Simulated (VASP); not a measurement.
Input of a VASP 6.6.1 run:

POSCAR

```
MgO2
1.0
    1.6529038465      0.9543044807      3.5463885580
   -1.6529038465      0.9543044807      3.5463885580
    0.0000000000     -1.9086089614      3.5463885580
Mg O
1 2
Direct
    0.0000000000      0.0000000000      0.0000000000
    0.4287860000      0.4287860000      0.4287860000
    0.5712140000      0.5712140000      0.5712140000
```

The input INCAR.step1:

```
  PREC = Accurate
  ENCUT = 520
  ISMEAR = 0
  SIGMA = 0.05
  LREAL = F
  LASPH = T
  NELM = 100
  NBANDS = 14
  GGA = PE
  ALGO = Normal
  EDIFF = 1E-4
  LWAVE = T
  LCHARG = F
```

File INCAR.step2:

```
  PREC = Accurate
  ENCUT = 520
  EDIFF = 1E-7
  ISMEAR = 0
  SIGMA = 0.05
  LREAL = F
  LASPH = T
  NELM = 100
  ALGO = Normal
  ISIF = 2
  LWAVE = F
  LCHARG = F
  METAGGA = R2SCAN
  LMIXTAU = T
  NBANDS = 14
  ISTART = 1
```

The input KPOINTS:

```
regular mesh
0
Gamma
  12 12 12
```

Potentials or basis: VASP PAW PBE potentials, release 64 (Mg, O).

The run is started by

```bash
$ cat potpaw_PBE.64/Mg/POTCAR potpaw_PBE.64/O/POTCAR > POTCAR
$ cp INCAR.step1 INCAR
$ mpirun -np 1 vasp_std > vasp.out
$ cp INCAR.step2 INCAR
$ mpirun -np 1 vasp_std > vasp.out
```

Q: What does it give for the largest force?

A: 0.026 eV/Å.

Q: What does it give for the band gap on the k mesh?

A: 2.68 eV.

Forces on the atoms (eV/Å):
```
Mg   0.000  0.000  0.000
O    0.000  0.000  0.026
O    0.000  0.000 -0.026
```

Caveat: the cell differs from its parent crystal (strain +0.030 along x and y, +0.015 along z); the cell stands under tension; the PAW data sets were made with another functional, which shifts forces and pressure a little. A k mesh can miss the band edges.
